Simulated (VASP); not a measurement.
The system is SnTe.

```xyz
2
Lattice="0.0000 3.1893 3.1574 3.1893 0.0000 3.1574 3.1893 3.1893 0.0000" Properties=species:S:1:pos:R:3 pbc="T T T"
Sn    0.0000    0.0000    0.0000
Te    3.1893    3.1893    3.1574
```

This cell differs from its parent crystal: uniaxial z strain -1.0%.

Base run:

| Item | Value |
| --- | --- |
| Program | VASP 6.6.1 |
| Functional | r2SCAN |
| Potentials or basis | VASP PAW PBE potentials, release 64 (Sn_d, Te) |
| Cutoff | 520 eV |
| k mesh | 8 × 8 × 8 |
| Occupations | fermi-dirac, width 0.02 eV |
| Spin | no spin polarisation |

Its results: band gap on the k mesh 0.10 eV; pressure 0.4 GPa.

Q: The run is repeated on the same cell with these changes: functional from r2SCAN to PBE. What comes out?

A: Band gap on the k mesh 0.02 eV; pressure 1.0 GPa.

Caveats: spin-orbit coupling is left out, which moves the levels of the heavy elements; the PAW data sets were made with another functional, which shifts forces and pressure a little (at least some runs).

A k mesh can miss the band edges.
